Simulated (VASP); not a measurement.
## Bi2Te2O: single point with PBE

The system is Bi2Te2O.

```
Bi Te O
1.0
     4.22483    0.00000    0.00000
     0.00000    4.22483    0.00000
     0.00000    0.00000   16.34757
Bi Te O
4 4 2
Direct
  0.50000 0.00000 0.14639
  0.00000 0.50000 0.85361
  0.00000 0.50000 0.42753
  0.50000 0.00000 0.57247
  0.00000 0.50000 0.09083
  0.50000 0.00000 0.90917
  0.50000 0.00000 0.32378
  0.00000 0.50000 0.67622
  0.00000 0.00000 0.50000
  0.50000 0.50000 0.50000
```

```yaml
Program: VASP 6.6.1
Task: single point
Functional: PBE
Potentials_or_basis: VASP PAW PBE potentials, release 64 (Bi_d, Te, O)
Cutoff: 520 eV
k_mesh: 4 × 4 × 1
Occupations: gaussian, width 0.1 eV
Spin: no spin polarisation
```

```yaml
Pressure: 0.0 GPa
Largest_force: 0.059 eV/Å
Band_gap_on_the_k_mesh: 0.54 eV, indirect (least direct gap 0.73 eV)
```

Forces in eV/Å, atoms in the order of the input:
```
Bi   0.000  0.000 -0.029
Bi   0.000  0.000  0.029
Bi   0.000  0.000 -0.049
Bi   0.000  0.000  0.049
Te   0.000  0.000  0.059
Te   0.000  0.000 -0.059
Te   0.000  0.000 -0.033
Te   0.000  0.000  0.033
O    0.000  0.000  0.000
O    0.000  0.000  0.000
```

Levels at points of the mesh, in eV from the valence-band top:
```csv
k point,band 45,band 46,band 47,band 48,band 49,band 50,band 51,band 52
"(0.00, 0.00, 0.00)",-0.59,-0.21,-0.18,-0.18,0.54,1.24,2.51,3.32
"(0.50, 0.00, 0.00)",-0.20,-0.20,-0.14,-0.14,1.02,1.02,1.37,1.37
"(0.50, 0.50, 0.00)",-1.38,-1.38,-0.84,-0.84,1.56,1.56,2.61,2.61
```

It took 2.7 min on 1 thread of Oxide Virtual Turin-like Processor, with other jobs on the host, peak memory 0.36 GiB.

Caveat: spin-orbit coupling is left out, which moves the levels of the heavy elements; this functional lacks dispersion, which binds the layers, so the pressure and a relaxed spacing across them are unreliable. A k mesh can miss the band edges.
